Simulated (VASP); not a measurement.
Input of a VASP 6.6.1 run:

INCAR

```
ALGO     = Normal         # electronic algorithm
EDIFF    = 1E-6           # SCF threshold, eV
ENCUT    = 520            # plane-wave cutoff, eV
GGA      = PS             # functional
ISIF     = 2              # what is computed and relaxed
ISMEAR   = -1             # smearing method
LASPH    = True           # aspherical terms in the spheres
LCHARG   = True           # write CHGCAR
LELF     = True           # ELF
LREAL    = False          # projectors in reciprocal space
LVHAR    = True         
LWAVE    = False          # write WAVECAR
NBANDS   = 19             # bands
NELM     = 80             # most SCF steps
PREC     = Accurate       # precision mode
SIGMA    = 0.1            # smearing width, eV
```

File KPOINTS:

```
k-points
0
Gamma
  19 19 10
```

The input POSCAR:

```
Zr
1.0
    3.2257081989      0.0000000000      0.0000000000
   -1.6128540994      2.7935452455      0.0000000000
    0.0000000000      0.0000000000      5.1859391322
Zr
2
Direct
    0.3333333333      0.6666666667      0.2500000000
    0.6666666667      0.3333333333      0.7500000000
```

Potentials or basis: VASP PAW PBE potentials, release 64 (Zr_sv).

The run is started by

```bash
$ cat potpaw_PBE.64/Zr_sv/POTCAR > POTCAR
$ mpirun -np 1 vasp_std > vasp.out
```

**Question.** Estimate the band gap on the k mesh.

**Answer.** Zero (bands 12 and 13 overlap by 1.26 eV).

**Question.** Estimate the pressure.

**Answer.** -3.5 GPa.

Stress tensor (GPa, compression positive):
```
-3.47  0.00  0.00
 0.00 -3.47  0.00
 0.00  0.00 -3.70
```

Caveat: the cell stands under tension; the PAW data sets were made with another functional, which shifts forces and pressure a little.
